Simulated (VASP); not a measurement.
# SiO2 (I-42d) in VASP: further runs, part 2 of 3

VASP 6.6.1. Earlier steps stand in the parts before.

### Step 4. Single point, PBE (strain -0.025 along x and y, -0.025 along z)

Contents of INCAR:

```
  PREC = Accurate
  ENCUT = 520
  EDIFF = 1E-7
  ISMEAR = 0
  SIGMA = 0.05
  LREAL = False
  LASPH = True
  NELM = 60
  ALGO = Normal
  ISIF = 2
  LWAVE = False
  LCHARG = False
  GGA = PE
  NBANDS = 25
```

Contents of KPOINTS:

```
Automatic mesh
0
Gamma
  6 6 6
```

Contents of POSCAR:

```
SiO2
1.0
   -2.4505350379      2.4505350379      3.5971559037
    2.4505350379     -2.4505350379      3.5971559037
    2.4505350379      2.4505350379     -3.5971559037
Si O
2 4
Direct
    0.0000000000      0.0000000000      0.0000000000
    0.7500000000      0.2500000000      0.5000000000
    0.9670112602      0.6250000000      0.8420112602
    0.3750000000      0.2170112602      0.3420112602
    0.7829887398      0.1250000000      0.1579887398
    0.8750000000      0.0329887398      0.6579887398
```

Potentials or basis: VASP PAW PBE potentials, release 64 (Si, O).

The run is started by

```bash
$ cat potpaw_PBE.64/Si/POTCAR potpaw_PBE.64/O/POTCAR > POTCAR
$ mpirun -np 1 vasp_std > vasp.out
```

OUTCAR:

```text
PREC = Accurate
   ENCUT = 520
   EDIFF = 1E-7
   ISMEAR = 0
   LREAL = False
   LASPH = True
   NELM = 60
   ISIF = 2
   GGA = PE

 ion  position               nearest neighbor table
   1  0.000  0.000  0.000-   3 1.59   4 1.59   5 1.59   6 1.59   2 3.04   2 3.04   2 3.04   2 3.04

   2  0.750  0.250  0.500-   3 1.59   4 1.59   5 1.59   6 1.59   1 3.04   1 3.04   1 3.04   1 3.04

   3  0.967  0.625  0.842-   1 1.59   2 1.59
   4  0.375  0.217  0.342-   1 1.59   2 1.59
   5  0.783  0.125  0.158-   1 1.59   2 1.59
   6  0.875  0.033  0.658-   1 1.59   2 1.59

  LATTYP: Found a body centered tetragonal cell.
 ALAT       =     4.9010700758
 C/A-ratio  =     1.4679063340

  Lattice vectors:

 A1 = (  -2.4505350379,   2.4505350379,   3.5971559037)
 A2 = (   2.4505350379,  -2.4505350379,   3.5971559037)
 A3 = (   2.4505350379,   2.4505350379,  -3.5971559037)

Analysis of symmetry for initial positions (statically):
=====================================================================
 Subroutine PRICEL returns:
 Original cell was already a primitive cell.

 Routine SETGRP: Setting up the symmetry group for a
 body centered tetragonal supercell.

 Subroutine GETGRP returns: Found  8 space group operations
 (whereof  4 operations were pure point group operations)
 out of a pool of 16 trial point group operations.

The static configuration has the point symmetry S_4 .
 The point group associated with its full space group is D_2d.

Analysis of symmetry for dynamics (positions and initial velocities):
=====================================================================
 Subroutine PRICEL returns:
 Original cell was already a primitive cell.

 Routine SETGRP: Setting up the symmetry group for a
 body centered tetragonal supercell.

 Subroutine GETGRP returns: Found  8 space group operations
 (whereof  4 operations were pure point group operations)
 out of a pool of 16 trial point group operations.

The dynamic configuration has the point symmetry S_4 .
 The point group associated with its full space group is D_2d.

 Subroutine INISYM returns: Found  8 space group operations
 (whereof  4 operations are pure point group operations),
 and found     1 'primitive' translations

----------------------------------------------------------------------------------------

                                     Primitive cell

  volume of cell :      86.4054

  direct lattice vectors                    reciprocal lattice vectors
    -2.450535038  2.450535038  3.597155904     0.000000000  0.204037074  0.138998702
     2.450535038 -2.450535038  3.597155904     0.204037074  0.000000000  0.138998702
     2.450535038  2.450535038 -3.597155904     0.204037074  0.204037074  0.000000000

  length of vectors
     4.994974929  4.994974929  4.994974929     0.246884116  0.246884116  0.288551998

  position of ions in fractional coordinates (direct lattice)
     0.000000000  0.000000000  0.000000000
     0.750000000  0.250000000  0.500000000
     0.967011260  0.625000000  0.842011260
     0.375000000  0.217011260  0.342011260
     0.782988740  0.125000000  0.157988740
     0.875000000  0.032988740  0.657988740

  ion indices of the primitive-cell ions
   primitive index   ion index
                 1           1
                 2           2
                 3           3
                 4           4
[... 26 lines left out ...]

 Found     30 irreducible k-points:

 Following reciprocal coordinates:
            Coordinates               Weight
  0.000000  0.000000  0.000000      1.000000
  0.166667  0.000000  0.000000      8.000000
  0.333333 -0.000000  0.000000      8.000000
  0.500000  0.000000 -0.000000      4.000000
  0.166667  0.166667  0.000000      8.000000
  0.333333  0.166667 -0.000000     16.000000
[... 16 lines left out ...]
 -0.333333 -0.333333  0.166667      8.000000
 -0.166667 -0.333333  0.166667      8.000000
 [... further k-points ...]
   k-points           NKPTS =     30   k-points in BZ     NKDIM =     30   number of bands    NBANDS=     25
   number of dos      NEDOS =    301   number of ions     NIONS =      6
   total plane-waves  NPLWV =  64000
   dimension x,y,z NGX =    40 NGY =   40 NGZ =   40
   dimension x,y,z NGXF=    80 NGYF=   80 NGZF=   80
   ions per type =               2   4
   NGX,Y,Z   is equivalent  to a cutoff of  13.31, 13.31, 13.31 a.u.
   NGXF,Y,Z  is equivalent  to a cutoff of  26.63, 26.63, 26.63 a.u.
 SYSTEM =  unknown system
   PREC   = accura    normal or accurate (medium, high low for compatibility)
   ISTART =      0    job   : 0-new  1-cont  2-samecut
   ICHARG =      2    charge: 1-file 2-atom 10-const
   ISPIN  =      1    spin polarized calculation?
   LNONCOLLINEAR =      F non collinear calculations
   LSORBIT =      F    spin-orbit coupling
   LASPH  =      T    aspherical Exc in radial PAW
   ENCUT  =  520.0 eV  38.22 Ry    6.18 a.u.   9.29  9.29  9.29*2*pi/ulx,y,z
   NELM   =     60;   NELMIN=  2; NELMDL= -5     # of ELM steps
   EDIFF  = 0.1E-06   stopping-criterion for ELM
   LREAL  =      F    real-space projection
   EDIFFG = 0.1E-05   stopping-criterion for IOM
   NSW    =      0    number of steps for IOM
   IBRION =     -1    ionic relax: 0-MD 1-quasi-New 2-CG
   NFREE  =      0    steps in history (QN), initial steepest desc. (CG)
   ISIF   =      2    stress and relaxation
   ISYM   =      2    0-nonsym 1-usesym 2-fastsym
   POTIM  = 0.5000    time-step for ionic-motion
   TEBEG  =    0.0;   TEEND  =   0.0 temperature during run
   PSTRESS=    0.0 pullay stress
   NELECT =      32.0000    total number of electrons
   NUPDOWN=      -1.0000    fix difference up-down
   EMIN   =  10.00;   EMAX   =-10.00  energy-range for DOS
   EFERMI =   0.00;   METHOD = LEGACY
   ISMEAR =     0;   SIGMA  =   0.05  broadening in eV -4-tet -1-fermi 0-gaus
   EFERMI_NEDOS =   21; number of points for ismear=-14 and -15
   IALGO  =     38    algorithm
   IMIX   =      4    mixing-type and parameters
     AMIX     =   0.40;   BMIX     =  1.00
     AMIX_MAG =   1.60;   BMIX_MAG =  1.00
  volume/ion in A,a.u.               =      14.40        97.18
  Fermi-wavevector in a.u.,A,eV,Ry     =   1.175649  2.221655 18.805310  1.382151
  Thomas-Fermi vector in A             =   2.312026
   LORBIT       =      0    0 simple, 1 ext, 2 COOP (PROOUT), +10 PAW based schemes
   GGA     = PE    functional components
   LHFCALC =     F    Hartree Fock is set to
   AEXX    =    0.0000 exact exchange contribution
   IVDW    =     0    specifies the selected vdW correction
   LEPSILON=     F    determine dielectric tensor
   LRPA    =     F    only Hartree local field effects (RPA)
 non-spin polarized calculation
 Gauss-broadening in eV      SIGMA  =   0.05
  energy-cutoff  :      520.00
  volume of cell :       86.41
 maximum number of plane-waves:      2341
 NGX is ok and might be reduce to    40
   NGX = 19   NGY = 19   NGZ = 19

 number of electron      32.0000004 magnetization

 Free energy of the ion-electron system (eV)
  ---------------------------------------------------
  ext. energy  EPLUGINS =         0.00000000
  ---------------------------------------------------
  free energy    TOTEN  =       -47.20854954 eV

  energy without entropy =      -47.20854954  energy(sigma->0) =      -47.20854954

 E-fermi :   0.0960     XC(G=0):  -8.2941

 val. band max:       -0.1524460944   @ k =   0.0000   0.0000   0.0000
 cond. band min:       5.9811970717   @ k =   0.0000   0.0000   0.0000
 fundamental gap:      6.1336431661
 Fermi energy:         0.0959602753

 k-point     1 :       0.0000    0.0000    0.0000
  band No.  band energies     occupation
      1     -19.6475      2.00000
      2     -17.4387      2.00000
      3     -17.4387      2.00000
      4     -17.3781      2.00000
      5      -9.5817      2.00000
      6      -5.8549      2.00000
[... 661 lines left out ...]
     24      13.2571      0.00000
     25      13.8388      0.00000

 [... further k-points ...]
[... 5 lines left out ...]
  --------------------------------------------------------------------------------------
  -------------------------------------------------------------------------------------
  Total        7.4173762      7.4173762      7.3282062      0.0000000      0.0000000      0.0000000
  in kB      137.5370813    137.5370813    135.8836422      0.0000000      0.0000000      0.0000000
  external PRESSURE =     136.9859349 kB  Pullay stress =       0.0000000 kB

 VOLUME and BASIS-vectors are now :
 -----------------------------------------------------------------------------
  energy-cutoff  :      520.00
  volume of cell :       86.41
      direct lattice vectors                 reciprocal lattice vectors
    -2.450535038  2.450535038  3.597155904     0.000000000  0.204037074  0.138998702
     2.450535038 -2.450535038  3.597155904     0.204037074  0.000000000  0.138998702
     2.450535038  2.450535038 -3.597155904     0.204037074  0.204037074  0.000000000

 POSITION                                       TOTAL-FORCE (eV/Angst)
 -----------------------------------------------------------------------------------
      0.00000      0.00000      0.00000        -0.000000      0.000000      0.000000
      0.00000      2.45054      1.79858        -0.000000      0.000000      0.000000
      1.22527      2.90149      2.69787        -0.000000      0.838456     -0.000000
      0.45095      1.22527      0.89929         0.838456      0.000000     -0.000000
     -1.22527      1.99958      2.69787        -0.000000     -0.838456      0.000000
     -0.45095      3.67580      0.89929        -0.838456      0.000000      0.000000
 -----------------------------------------------------------------------------------
    total drift:                               -0.000001     -0.000001     -0.000002

  FREE ENERGIE OF THE ION-ELECTRON SYSTEM (eV)
  ---------------------------------------------------
  free  energy   TOTEN  =       -47.2085495379 eV

  energy  without entropy=      -47.2085495379  energy(sigma->0) =      -47.20854954
```

OSZICAR:

```text
N       E                     dE             d eps       ncg     rms          rms(c)
DAV:   1     0.181417319006E+03    0.18142E+03   -0.16406E+04  1500   0.114E+03
DAV:   2    -0.417893063397E+02   -0.22321E+03   -0.21368E+03  1981   0.281E+02
DAV:   3    -0.539735765921E+02   -0.12184E+02   -0.12133E+02  2002   0.668E+01
DAV:   4    -0.540941339898E+02   -0.12056E+00   -0.12050E+00  1815   0.755E+00
DAV:   5    -0.540956564005E+02   -0.15224E-02   -0.15221E-02  1994   0.837E-01    0.223E+01
DAV:   6    -0.472473021040E+02    0.68484E+01   -0.20666E+01  1808   0.291E+01    0.111E+01
DAV:   7    -0.472203565265E+02    0.26946E-01   -0.85297E-01  1994   0.494E+00    0.378E+00
DAV:   8    -0.472033901204E+02    0.16966E-01   -0.50099E-02  1900   0.175E+00    0.146E+00
DAV:   9    -0.472068957749E+02   -0.35057E-02   -0.26958E-02  1909   0.113E+00    0.268E-01
DAV:  10    -0.472084878043E+02   -0.15920E-02   -0.17198E-03  1582   0.264E-01    0.722E-02
DAV:  11    -0.472085363437E+02   -0.48539E-04   -0.28211E-04  1838   0.125E-01    0.123E-02
DAV:  12    -0.472085471723E+02   -0.10829E-04   -0.13863E-05  1772   0.254E-02    0.111E-02
DAV:  13    -0.472085492845E+02   -0.21122E-05   -0.20943E-06  1894   0.106E-02    0.573E-03
DAV:  14    -0.472085495038E+02   -0.21935E-06   -0.18226E-07  1557   0.317E-03    0.145E-03
DAV:  15    -0.472085495379E+02   -0.34106E-07   -0.23855E-08  1397   0.118E-03
   1 F= -.47208550E+02 E0= -.47208550E+02  d E =-.498416E-14
```

Wall time 46 s (1 thread of AMD EPYC 9R45 (Zen 5), shared host); peak memory 0.21 GiB.

Results:

| Item | Value |
| --- | --- |
| Free energy | -47.2085 eV |
| Pressure | 13.7 GPa |
| Largest force | 0.838 eV/Å |
| Band gap on the k mesh | 6.13 eV, direct |

Forces on the atoms (eV/Å):
```
Si   0.000  0.000  0.000
Si   0.000  0.000  0.000
O    0.000  0.838  0.000
O    0.838  0.000  0.000
O    0.000 -0.838  0.000
O   -0.838  0.000  0.000
```

Stress tensor (GPa, compression positive):
```
13.75  0.00  0.00
 0.00 13.75  0.00
 0.00  0.00 13.59
```

Levels at points of the mesh, in eV from the valence-band top:
```csv
k point,band 13,band 14,band 15,band 16,band 17,band 18,band 19,band 20
"(0.00, 0.00, 0.00)",-1.68,-0.62,0.00,0.00,6.13,9.07,10.89,10.89
"(0.50, 0.00, 0.00)",-1.64,-0.84,-0.57,-0.13,8.64,9.07,9.84,10.63
"(0.50, 0.50, 0.00)",-1.09,-1.09,-0.37,-0.37,9.33,9.33,10.69,10.69
"(0.50, 0.50, 0.50)",-1.54,-1.54,-0.38,-0.38,9.13,9.13,10.68,10.68
```

Caveat: the cell differs from its parent crystal (strain -0.025 along x and y, -0.025 along z). A k mesh can miss the band edges.

(Part 2 of 3 ends here.)
